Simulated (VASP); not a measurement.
# LuNb2Br3 (P6/mmm) in VASP: a series of runs

The runs below take LuNb2Br3 through single point, relaxation of cell and atoms, with PBE.

All numbers are computed with VASP 6.6.1; they aren't measurements. Logs are shortened: lines on timing, memory, paths and dates and some standing lists are left out, and cuts for length are marked.

### 1 The cell of the first run

The structure is hexagonal, space group P6/mmm (No. 191). Conventional cell: a = 6.086 Å, b = 6.086 Å, c = 4.332 Å, α = 90.00°, β = 90.00°, γ = 120.00°. Within 4.6 Å of Lu (site symmetry 6/mmm) lie 6 Nb at 3.51 Å and 12 Br at 3.74 Å and 2 Lu at 4.33 Å. Within 3.7 Å of Nb (site symmetry -6m2) lie 6 Br at 2.79 Å and 3 Lu at 3.51 Å and 3 Nb at 3.51 Å. Within 3.7 Å of Br (site symmetry mmm) lie 4 Nb at 2.79 Å and 4 Br at 3.04 Å.

### 2 Single point, PBE

The input, INCAR:

```
SYSTEM = LuNb2Br3
PREC = Accurate
ENCUT = 520
EDIFF = 1E-6
ISMEAR = 0
SIGMA = 0.1
LREAL = .False.
LASPH = .True.
NELM = 100
ALGO = Normal
ISIF = 2
LWAVE = .False.
LCHARG = .True.
GGA = PE
LELF = .True.
LVHAR = .True.
NBANDS = 45
```

The input, KPOINTS:

```
regular mesh
0
Gamma
  9 9 10
  0 0 0
```

The input, POSCAR:

```
LuNb2Br3
1.0
    6.0862759883      0.0000000000      0.0000000000
   -3.0431379941      5.2708696203      0.0000000000
    0.0000000000      0.0000000000      4.3324800656
Lu Nb Br
1 2 3
Direct
    0.0000000000      0.0000000000      0.0000000000
    0.6666666667      0.3333333333      0.0000000000
    0.3333333333      0.6666666667      0.0000000000
    0.5000000000      0.5000000000      0.5000000000
    0.5000000000      0.0000000000      0.5000000000
    0.0000000000      0.5000000000      0.5000000000
```

Potentials or basis: VASP PAW PBE potentials, release 64 (Lu, Nb_sv, Br).

Started as:

```console
$ cat potpaw_PBE.64/Lu/POTCAR potpaw_PBE.64/Nb_sv/POTCAR potpaw_PBE.64/Br/POTCAR > POTCAR
$ mpirun -np 1 vasp_std > vasp.out
```

OUTCAR:

```text
SYSTEM = LuNb2Br3
   PREC = Accurate
   ENCUT = 520
   EDIFF = 1E-6
   ISMEAR = 0
   LREAL = .False.
   LASPH = .True.
   NELM = 100
   ISIF = 2
   GGA = PE

 ion  position               nearest neighbor table
   1  0.000  0.000  0.000-
   2  0.667  0.333  0.000-   5 2.79   5 2.79   6 2.79   6 2.79   4 2.79   4 2.79
   3  0.333  0.667  0.000-   5 2.79   5 2.79   6 2.79   6 2.79   4 2.79   4 2.79
   4  0.500  0.500  0.500-   2 2.79   3 2.79   2 2.79   3 2.79
   5  0.500  0.000  0.500-   2 2.79   3 2.79   2 2.79   3 2.79
   6  0.000  0.500  0.500-   2 2.79   3 2.79   2 2.79   3 2.79

  LATTYP: Found a hexagonal cell.
 ALAT       =     6.0862759883
 C/A-ratio  =     0.7118441678

  Lattice vectors:

 A1 = (   6.0862759883,   0.0000000000,   0.0000000000)
 A2 = (  -3.0431379941,   5.2708696203,   0.0000000000)
 A3 = (   0.0000000000,   0.0000000000,   4.3324800656)

Analysis of symmetry for initial positions (statically):
=====================================================================
 Subroutine PRICEL returns:
 Original cell was already a primitive cell.

 Routine SETGRP: Setting up the symmetry group for a
 hexagonal supercell.

 Subroutine GETGRP returns: Found 24 space group operations
 (whereof 24 operations were pure point group operations)
 out of a pool of 24 trial point group operations.

The static configuration has the point symmetry D_6h.

Analysis of symmetry for dynamics (positions and initial velocities):
=====================================================================
 Subroutine PRICEL returns:
 Original cell was already a primitive cell.

 Routine SETGRP: Setting up the symmetry group for a
 hexagonal supercell.

 Subroutine GETGRP returns: Found 24 space group operations
 (whereof 24 operations were pure point group operations)
 out of a pool of 24 trial point group operations.

The dynamic configuration has the point symmetry D_6h.

 Subroutine INISYM returns: Found 24 space group operations
 (whereof 24 operations are pure point group operations),
 and found     1 'primitive' translations

----------------------------------------------------------------------------------------

                                     Primitive cell

  volume of cell :     138.9858

  direct lattice vectors                    reciprocal lattice vectors
     6.086275988  0.000000000  0.000000000     0.164304084  0.094861007  0.000000000
    -3.043137994  5.270869620  0.000000000     0.000000000  0.189722014  0.000000000
[... 98 lines left out ...]
   NFREE  =      0    steps in history (QN), initial steepest desc. (CG)
   ISIF   =      2    stress and relaxation
   ISYM   =      2    0-nonsym 1-usesym 2-fastsym
   POTIM  = 0.5000    time-step for ionic-motion
   TEBEG  =    0.0;   TEEND  =   0.0 temperature during run
   PSTRESS=    0.0 pullay stress
   NELECT =      72.0000    total number of electrons
   NUPDOWN=      -1.0000    fix difference up-down
   EMIN   =  10.00;   EMAX   =-10.00  energy-range for DOS
   EFERMI =   0.00;   METHOD = LEGACY
   ISMEAR =     0;   SIGMA  =   0.10  broadening in eV -4-tet -1-fermi 0-gaus
   EFERMI_NEDOS =   21; number of points for ismear=-14 and -15
   IALGO  =     38    algorithm
   IMIX   =      4    mixing-type and parameters
     AMIX     =   0.40;   BMIX     =  1.00
     AMIX_MAG =   1.60;   BMIX_MAG =  1.00
  volume/ion in A,a.u.               =      23.16       156.32
  Fermi-wavevector in a.u.,A,eV,Ry     =   1.314807  2.484626 23.520646  1.728719
  Thomas-Fermi vector in A             =   2.445034
   LORBIT       =      0    0 simple, 1 ext, 2 COOP (PROOUT), +10 PAW based schemes
   GGA     = PE    functional components
   LHFCALC =     F    Hartree Fock is set to
   AEXX    =    0.0000 exact exchange contribution
   IVDW    =     0    specifies the selected vdW correction
   LEPSILON=     F    determine dielectric tensor
   LRPA    =     F    only Hartree local field effects (RPA)
 non-spin polarized calculation
 Gauss-broadening in eV      SIGMA  =   0.10
  energy-cutoff  :      520.00
  volume of cell :      138.99
 maximum number of plane-waves:      3792
 NGX is ok and might be reduce to    48
   NGX = 23   NGY = 23   NGZ = 17

 number of electron      72.0000021 magnetization

 Free energy of the ion-electron system (eV)
  ---------------------------------------------------
  ext. energy  EPLUGINS =         0.00000000
  ---------------------------------------------------
  free energy    TOTEN  =       -27.29826277 eV

  energy without entropy =      -27.26406047  energy(sigma->0) =      -27.28116162

 E-fermi :   6.8239     XC(G=0): -10.5868

 val. band max:        6.8191455341   @ k =   0.2222  -0.0000   0.2000
 cond. band min:       6.8246785237   @ k =   0.2222  -0.0000   0.4000
 fundamental gap:      0.0055329896
 Fermi energy:         6.8239044123

 k-point     1 :       0.0000    0.0000    0.0000
  band No.  band energies     occupation
      1     -50.8046      2.00000
      2     -48.7469      2.00000
      3     -48.7346      2.00000
      4     -25.0091      2.00000
      5     -24.9792      2.00000
      6     -24.7973      2.00000
[... 1141 lines left out ...]
     44       9.1058      0.00000
     45       9.3327      0.00000

 [... further k-points ...]

------------------------ aborting loop because EDIFF is reached ----------------------------------------

  FORCE on cell =-STRESS in cart. coord.  units (eV):
  Direction    XX          YY          ZZ          XY          YZ          ZX
  --------------------------------------------------------------------------------------
  -------------------------------------------------------------------------------------
  Total       -0.0257049     -0.0257049     -0.0580372     -0.0000000      0.0000000     -0.0000000
  in kB       -0.2963161     -0.2963161     -0.6690310     -0.0000000      0.0000000     -0.0000000
  external PRESSURE =      -0.4205544 kB  Pullay stress =       0.0000000 kB

 VOLUME and BASIS-vectors are now :
 -----------------------------------------------------------------------------
  energy-cutoff  :      520.00
  volume of cell :      138.99
      direct lattice vectors                 reciprocal lattice vectors
     6.086275988  0.000000000  0.000000000     0.164304084  0.094861007  0.000000000
    -3.043137994  5.270869620  0.000000000     0.000000000  0.189722014  0.000000000
     0.000000000  0.000000000  4.332480066     0.000000000  0.000000000  0.230814680

 POSITION                                       TOTAL-FORCE (eV/Angst)
 -----------------------------------------------------------------------------------
      0.00000      0.00000      0.00000        -0.000000      0.000000      0.000000
      3.04314      1.75696      0.00000         0.000000     -0.000000      0.000000
     -0.00000      3.51391      0.00000        -0.000000      0.000000     -0.000000
      1.52157      2.63543      2.16624        -0.000000      0.000000      0.000000
      3.04314      0.00000      2.16624        -0.000000      0.000000      0.000000
     -1.52157      2.63543      2.16624        -0.000000      0.000000      0.000000
 -----------------------------------------------------------------------------------
    total drift:                               -0.000000      0.000000      0.000000

  FREE ENERGIE OF THE ION-ELECTRON SYSTEM (eV)
  ---------------------------------------------------
  free  energy   TOTEN  =       -27.2982627727 eV

  energy  without entropy=      -27.2640604668  energy(sigma->0) =      -27.28116162
```

stdout:

```text
POSCAR found type information on POSCAR LuNbBr
 POSCAR found :  3 types and       6 ions
 scaLAPACK will be used
 LDA part: xc-table for (Slater+PW92), standard interpolation
 POSCAR, INCAR and KPOINTS ok, starting setup
 FFT: planning ... GRIDC
 FFT: planning ... GRID_SOFT
 FFT: planning ... GRID
 WAVECAR not read
 entering main loop
```

It took 5.9 min on 1 thread of Intel Xeon Platinum 8488C (Sapphire Rapids), shared host; peak memory 0.55 GiB.

What came out:

| Item | Value |
| --- | --- |
| Free energy | -27.2983 eV |
| Pressure | 0.0 GPa |
| Band gap on the k mesh | zero (band 36 reaches 7.12 eV, above the bottom of band 37 at 6.35 eV) |

Levels at points of the mesh, in eV from the Fermi level:
```csv
k point,band 32,band 33,band 34,band 35,band 36,band 37,band 38,band 39,band 40,band 41
"(0.00, 0.00, 0.00)",-2.57,-1.05,-0.78,-0.78,-0.47,-0.47,0.49,0.49,0.70,0.70
"(0.00, 0.00, 0.50)",-1.89,-1.27,-1.27,-0.59,0.26,0.26,0.38,0.38,0.67,2.20
```

Caveat: spin-orbit coupling is left out, which moves the levels of the heavy elements.

### 3 Relaxation of cell and atoms, PBE

The input, INCAR:

```
SYSTEM = LuNb2Br3
PREC     = Accurate       ! precision mode
ENCUT    = 600            ! plane-wave cutoff, eV
EDIFF    = 1E-6           ! SCF threshold, eV
ISMEAR   = 0              ! smearing method
SIGMA    = 0.1            ! smearing width, eV
LREAL    = .False.        ! projectors in reciprocal space
LASPH    = .True.         ! aspherical terms in the spheres
NELM     = 100            ! most SCF steps
ALGO     = Normal         ! electronic algorithm
ISIF     = 3              ! what is computed and relaxed
LWAVE    = .False.        ! write WAVECAR
LCHARG   = .False.        ! write CHGCAR
GGA      = PE             ! functional
IBRION   = 2              ! ionic algorithm
NSW      = 100            ! ionic steps
EDIFFG   = -0.01          ! ionic threshold
```

The input, KPOINTS:

```
Automatic mesh
0
Gamma
  9 9 10
  0 0 0
```

Edit POSCAR of step 2 so:

```diff
@@ -2,5 +2,5 @@
 1.0
-    6.0862759883      0.0000000000      0.0000000000
-   -3.0431379941      5.2708696203      0.0000000000
-    0.0000000000      0.0000000000      4.3324800656
+    6.0970104404      0.0000000000      0.0000000000
+   -3.0485052202      5.2801659285      0.0000000000
+    0.0000000000      0.0000000000      4.3223747470
 Lu Nb Br
```

Potentials or basis: VASP PAW PBE potentials, release 64 (Lu, Nb_sv, Br).

Started as:

```console
$ cat potpaw_PBE.64/Lu/POTCAR potpaw_PBE.64/Nb_sv/POTCAR potpaw_PBE.64/Br/POTCAR > POTCAR
$ mpirun -np 1 vasp_std > vasp.out
```

OUTCAR:

```text
SYSTEM = LuNb2Br3
   PREC = Accurate
   ENCUT = 600
   EDIFF = 1E-6
   ISMEAR = 0
   LREAL = .False.
   LASPH = .True.
   NELM = 100
   ISIF = 3
   GGA = PE
   IBRION = 2
   NSW = 100
   EDIFFG = -0.01

 ion  position               nearest neighbor table
   1  0.000  0.000  0.000-
   2  0.667  0.333  0.000-   5 2.79   5 2.79   6 2.79   6 2.79   4 2.79   4 2.79
   3  0.333  0.667  0.000-   5 2.79   5 2.79   6 2.79   6 2.79   4 2.79   4 2.79
   4  0.500  0.500  0.500-   2 2.79   3 2.79   2 2.79   3 2.79
   5  0.500  0.000  0.500-   2 2.79   3 2.79   2 2.79   3 2.79
   6  0.000  0.500  0.500-   2 2.79   3 2.79   2 2.79   3 2.79

  LATTYP: Found a hexagonal cell.
 ALAT       =     6.0970104404
 C/A-ratio  =     0.7089334665

  Lattice vectors:

 A1 = (   6.0970104404,   0.0000000000,   0.0000000000)
 A2 = (  -3.0485052202,   5.2801659285,   0.0000000000)
 A3 = (   0.0000000000,   0.0000000000,   4.3223747470)

Analysis of symmetry for initial positions (statically):
=====================================================================
 Subroutine PRICEL returns:
 Original cell was already a primitive cell.

 Routine SETGRP: Setting up the symmetry group for a
 hexagonal supercell.

 Subroutine GETGRP returns: Found 24 space group operations
 (whereof 24 operations were pure point group operations)
 out of a pool of 24 trial point group operations.

The static configuration has the point symmetry D_6h.

Analysis of symmetry for dynamics (positions and initial velocities):
=====================================================================
 Subroutine PRICEL returns:
 Original cell was already a primitive cell.

 Routine SETGRP: Setting up the symmetry group for a
 hexagonal supercell.

 Subroutine GETGRP returns: Found 24 space group operations
 (whereof 24 operations were pure point group operations)
 out of a pool of 24 trial point group operations.

The dynamic configuration has the point symmetry D_6h.

 Subroutine INISYM returns: Found 24 space group operations
 (whereof 24 operations are pure point group operations),
 and found     1 'primitive' translations

----------------------------------------------------------------------------------------

                                     Primitive cell

  volume of cell :     139.1512

  direct lattice vectors                    reciprocal lattice vectors
     6.097010440  0.000000000  0.000000000     0.164014809  0.094693994  0.000000000
    -3.048505220  5.280165928  0.000000000     0.000000000  0.189387988  0.000000000
     0.000000000  0.000000000  4.322374747     0.000000000  0.000000000  0.231354304

  length of vectors
     6.097010440  6.097010440  4.322374747     0.189387988  0.189387988  0.231354304

[... 126 lines left out ...]
   NGX = 25   NGY = 25   NGZ = 17

--------------------------------------- Ionic step        1  -------------------------------------------

 number of electron      72.0000004 magnetization

 Free energy of the ion-electron system (eV)
  ---------------------------------------------------
  ext. energy  EPLUGINS =         0.00000000
  ---------------------------------------------------
  free energy    TOTEN  =       -27.29746179 eV

  energy without entropy =      -27.26317224  energy(sigma->0) =      -27.28031701

------------------------ aborting loop because EDIFF is reached ----------------------------------------

  FORCE on cell =-STRESS in cart. coord.  units (eV):
  Direction    XX          YY          ZZ          XY          YZ          ZX
  --------------------------------------------------------------------------------------
  -------------------------------------------------------------------------------------
  Total       -0.2136031     -0.2136031      0.1991624      0.0000000      0.0000000      0.0000000
  in kB       -2.4594118     -2.4594118      2.2931423      0.0000000      0.0000000      0.0000000
  external PRESSURE =      -0.8752271 kB  Pullay stress =       0.0000000 kB

 VOLUME and BASIS-vectors are now :
 -----------------------------------------------------------------------------
  energy-cutoff  :      600.00
  volume of cell :      139.15
      direct lattice vectors                 reciprocal lattice vectors
     6.097010440  0.000000000  0.000000000     0.164014809  0.094693994  0.000000000
    -3.048505220  5.280165928  0.000000000     0.000000000  0.189387988  0.000000000
     0.000000000  0.000000000  4.322374747     0.000000000  0.000000000  0.231354304

 POSITION                                       TOTAL-FORCE (eV/Angst)
 -----------------------------------------------------------------------------------
      0.00000      0.00000      0.00000         0.000000      0.000000      0.000000
      3.04851      1.76006      0.00000        -0.000000      0.000000      0.000000
     -0.00000      3.52011      0.00000         0.000000     -0.000000      0.000000
      1.52425      2.64008      2.16119         0.000000      0.000000      0.000000
      3.04851      0.00000      2.16119        -0.000000      0.000000      0.000000
     -1.52425      2.64008      2.16119         0.000000      0.000000      0.000000
 -----------------------------------------------------------------------------------
    total drift:                               -0.000000     -0.000000     -0.000000

  FREE ENERGIE OF THE ION-ELECTRON SYSTEM (eV)
  ---------------------------------------------------
  free  energy   TOTEN  =       -27.2974617873 eV

  energy  without entropy=      -27.2631722421  energy(sigma->0) =      -27.28031701

--------------------------------------- Ionic step        2  -------------------------------------------

 number of electron      72.0000007 magnetization

 Free energy of the ion-electron system (eV)
  ---------------------------------------------------
  ext. energy  EPLUGINS =         0.00000000
  ---------------------------------------------------
  free energy    TOTEN  =       -27.29806088 eV

  energy without entropy =      -27.26389046  energy(sigma->0) =      -27.28097567

 E-fermi :   6.8308     XC(G=0): -10.5899

 val. band max:        6.8261231193   @ k =   0.2222  -0.0000   0.2000
 cond. band min:       6.8316127929   @ k =   0.2222  -0.0000   0.4000
 fundamental gap:      0.0054896736
 Fermi energy:         6.8308057491

 k-point     1 :       0.0000    0.0000    0.0000
  band No.  band energies     occupation
      1     -50.7962      2.00000
      2     -48.7390      2.00000
      3     -48.7267      2.00000
      4     -25.0014      2.00000
      5     -24.9714      2.00000
      6     -24.7903      2.00000
[... 1093 lines left out ...]
     42       7.8878      0.00000
     43       9.0681      0.00000

 [... further k-points ...]

------------------------ aborting loop because EDIFF is reached ----------------------------------------

  FORCE on cell =-STRESS in cart. coord.  units (eV):
  Direction    XX          YY          ZZ          XY          YZ          ZX
  --------------------------------------------------------------------------------------
  -------------------------------------------------------------------------------------
  Total       -0.0127352     -0.0127352      0.0420273      0.0000000      0.0000000     -0.0000000
  in kB       -0.1469022     -0.1469022      0.4847893      0.0000000      0.0000000     -0.0000000
  external PRESSURE =       0.0636616 kB  Pullay stress =       0.0000000 kB

 VOLUME and BASIS-vectors are now :
 -----------------------------------------------------------------------------
  energy-cutoff  :      600.00
  volume of cell :      138.90
      direct lattice vectors                 reciprocal lattice vectors
     6.086539047  0.000000000  0.000000000     0.164296983  0.094856907 -0.000000000
    -3.043269523  5.271097436  0.000000000     0.000000000  0.189713814 -0.000000000
     0.000000000  0.000000000  4.329296398     0.000000000 -0.000000000  0.230984416

 POSITION                                       TOTAL-FORCE (eV/Angst)
 -----------------------------------------------------------------------------------
      0.00000      0.00000      0.00000         0.000000      0.000000      0.000000
      3.04327      1.75703      0.00000        -0.000000     -0.000000     -0.000000
     -0.00000      3.51406      0.00000        -0.000000      0.000000      0.000000
      1.52163      2.63555      2.16465         0.000000      0.000000      0.000000
      3.04327      0.00000      2.16465         0.000000      0.000000      0.000000
     -1.52163      2.63555      2.16465         0.000000      0.000000      0.000000
 -----------------------------------------------------------------------------------
    total drift:                               -0.000000     -0.000000     -0.000000

  FREE ENERGIE OF THE ION-ELECTRON SYSTEM (eV)
  ---------------------------------------------------
  free  energy   TOTEN  =       -27.2980608784 eV

  energy  without entropy=      -27.2638904592  energy(sigma->0) =      -27.28097567

 reached required accuracy - stopping structural energy minimisation
```

It took 9.2 min on 1 thread of Intel Xeon 6975P-C (Granite Rapids), shared host; peak memory 0.66 GiB.

What came out:

* Free energy: -27.2981 eV
* Relaxed volume: 23.15 Å³/atom
* Relaxed cell: a = 6.087 Å, b = 6.087 Å, c = 4.329 Å, α = 90.00°, β = 90.00°, γ = 120.00°
* Space group after relaxing (to 0.05 Å): P6/mmm (No. 191)
* Energy gained by relaxing: 0.1 meV/atom
* Ionic steps: 2
* Pressure after relaxing: 0.0 GPa
* Band gap on the k mesh: zero (band 36 reaches 7.13 eV, above the bottom of band 37 at 6.36 eV)

Step by step:
| step | energy change (eV) | largest force (eV/Å) | pressure (GPa) | volume (Å³) |
| --- | --- | --- | --- | --- |
| 1 | 0.0000 | 0.0000 | -0.09 | 139.15 |
| 2 | -0.0006 | 0.0000 | 0.01 | 138.90 |

Final structure:
```xyz
6
Lattice="6.0865 0.0000 0.0000 -3.0433 5.2711 0.0000 0.0000 0.0000 4.3293" Properties=species:S:1:pos:R:3 pbc="T T T"
Lu    0.0000    0.0000    0.0000
Nb    3.0433    1.7570    0.0000
Nb    0.0000    3.5141    0.0000
Br    1.5216    2.6355    2.1646
Br    3.0433    0.0000    2.1646
Br   -1.5216    2.6355    2.1646
```

Caveat: spin-orbit coupling is left out, which moves the levels of the heavy elements.
